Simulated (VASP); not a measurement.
Cu: single point with PBEsol

Crystal: Cu.

```xyz
2
Lattice="1.2528 -4.0884 0.0000 1.2528 4.0884 0.0000 0.0000 0.0000 2.3416" Properties=species:S:1:pos:R:3 pbc="T T T"
Cu    1.2528    2.9938    0.5854
Cu    1.2528   -2.9938    1.7562
```

This cell differs from its parent crystal: ratio of the length along z to the lengths across it x 0.92, volume and fractional coordinates fixed.

- Program: VASP 6.6.1
- Task: single point
- Functional: PBEsol
- Potentials or basis: VASP PAW PBE potentials, release 64 (Cu)
- Cutoff: 520 eV
- k mesh: 22 × 22 × 22
- Occupations: gaussian, width 0.15 eV
- Spin: no spin polarisation
- Dipole correction: no
- Further INCAR settings: ALGO = Fast; EDIFF = 1e-06; NBANDS = 18

| Item | Value |
| --- | --- |
| Pressure | 1.3 GPa |
| Largest force | 0.034 eV/Å |
| Band gap on the k mesh | zero (bands 11 and 12 overlap by 5.78 eV) |

Forces on the atoms (eV/Å):
```
Cu   0.000 -0.034  0.000
Cu   0.000  0.034  0.000
```

Stress tensor (GPa, compression positive):
```
-7.84  0.00  0.00
 0.00 -3.09  0.00
 0.00  0.00 14.73
```

Levels at points of the mesh, in eV from the Fermi level:
```tsv
k point	band 9	band 10	band 11	band 12	band 13	band 14
(0.00, 0.00, 0.00)	-1.74	-1.63	-1.43	-0.50	4.20	16.81
(0.50, 0.00, 0.00)	-1.95	-1.60	-0.70	0.87	1.93	6.17
(0.50, 0.50, 0.00)	-2.08	-1.81	-1.56	-1.55	12.47	14.14
(0.00, 0.00, 0.50)	-1.80	-1.80	0.53	0.53	8.46	8.46
(0.50, 0.00, 0.50)	-1.18	-1.18	3.96	3.96	7.74	7.74
(0.50, 0.50, 0.50)	-1.45	-1.45	-0.51	-0.51	4.43	4.43
```

Wall time 5.4 min on 1 thread of Intel(R) Xeon(R) 6975P-C (Granite Rapids), on a shared host, peak memory 0.62 GiB.

Caveat: the PAW data sets were made with another functional, which shifts forces and pressure a little.
